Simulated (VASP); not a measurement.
A run of VASP 6.6.1 is set up as follows.

Contents of INCAR:

```
SYSTEM = KSnBr5
ALGO     = Normal         ! electronic algorithm
EDIFF    = 1E-7           ! SCF threshold, eV
EDIFFG   = -0.01          ! ionic threshold
ENCUT    = 600            ! plane-wave cutoff, eV
GGA      = PS             ! functional
IBRION   = 2              ! ionic algorithm
ISIF     = 3              ! what is computed and relaxed
ISMEAR   = -1             ! smearing method
LASPH    = .True.         ! aspherical terms in the spheres
LCHARG   = .False.        ! write CHGCAR
LREAL    = .False.        ! projectors in reciprocal space
LWAVE    = .False.        ! write WAVECAR
NELM     = 60             ! most SCF steps
NSW      = 100            ! ionic steps
PREC     = Accurate       ! precision mode
SIGMA    = 0.03           ! smearing width, eV
```

KPOINTS

```
k-points
0
Gamma
  4 4 2
  0 0 0
```

POSCAR

```
KSnBr5
1.0
    5.2407460300      0.0000000000      0.0000000000
    0.0000000000      5.2407460300      0.0000000000
    0.0000000000      0.0000000000      9.1313977100
K Sn Br
1 1 5
Direct
    0.0000000000      0.0000000000      0.5000000000
    0.5000000000      0.5000000000      0.0000000000
    0.0000000000      0.0000000000      0.0000000000
    0.5000000000      0.0000000000      0.7047851500
    0.0000000000      0.5000000000      0.7047851500
    0.5000000000      0.0000000000      0.2952148500
    0.0000000000      0.5000000000      0.2952148500
```

Potentials or basis: VASP PAW PBE potentials, release 64 (K_sv, Sn_d, Br).

The run is started by

```bash
$ cat potpaw_PBE.64/K_sv/POTCAR potpaw_PBE.64/Sn_d/POTCAR potpaw_PBE.64/Br/POTCAR > POTCAR
$ mpirun -np 1 vasp_std > vasp.out
```

Problem. Predict the relaxed volume.

Solution. 28.94 Å³/atom.

Problem. Predict the space group after relaxing (to 0.1 Å).

Solution. P4/mmm (No. 123).

Problem. Predict the relaxed cell.

Solution. a = 4.451 Å, b = 4.451 Å, c = 10.222 Å, α = 90.00°, β = 90.00°, γ = 90.00°.

Problem. What does it give for the band gap on the k mesh?

Solution. Zero (bands 29 and 30 overlap by 1.34 eV).

The path:
```tsv
step	energy change (eV)	largest force (eV/Å)	pressure (GPa)	volume (Å³)
1	0.0000	0.6467	-3.54	250.80
2	-0.6021	0.7249	-2.19	223.12
3	-0.8463	0.7628	0.33	200.03
4	-0.8482	0.7643	0.83	196.88
5	-1.0158	0.5971	0.97	195.57
6	-1.2937	0.1539	1.84	191.91
7	-0.7861	0.9345	6.26	183.86
8	-1.3190	0.0382	2.39	190.59
9	-1.4597	0.0694	0.17	203.89
10	-1.4659	0.0725	-0.43	208.49
11	-1.4661	0.0724	-0.35	207.86
12	-1.4931	0.1106	-0.31	207.34
13	-1.5666	0.2462	-0.07	205.41
14	-1.4792	0.2775	1.54	199.91
15	-1.5924	0.3057	0.12	204.37
16	-1.5957	0.3107	0.67	202.30
17	-1.6057	0.3239	0.34	203.42
18	-1.6258	0.2427	0.11	205.19
19	-1.6259	0.2365	0.09	205.33
20	-1.6442	0.1978	-0.14	206.23
21	-1.6670	0.1033	-0.68	208.46
22	-1.6812	0.0829	-0.37	205.80
23	-1.6896	0.0433	0.21	201.41
24	-1.6897	0.0466	0.16	201.77
25	-1.6909	0.0287	0.11	201.97
26	-1.6917	0.0012	0.03	202.31
27	-1.6918	0.0001	0.00	202.55
```

Caveat: the volume moved by over 15 % at a fixed basis, so the end points are rough; the PAW data sets were made with another functional, which shifts forces and pressure a little; spin-orbit coupling is left out, which moves the levels of the heavy elements.
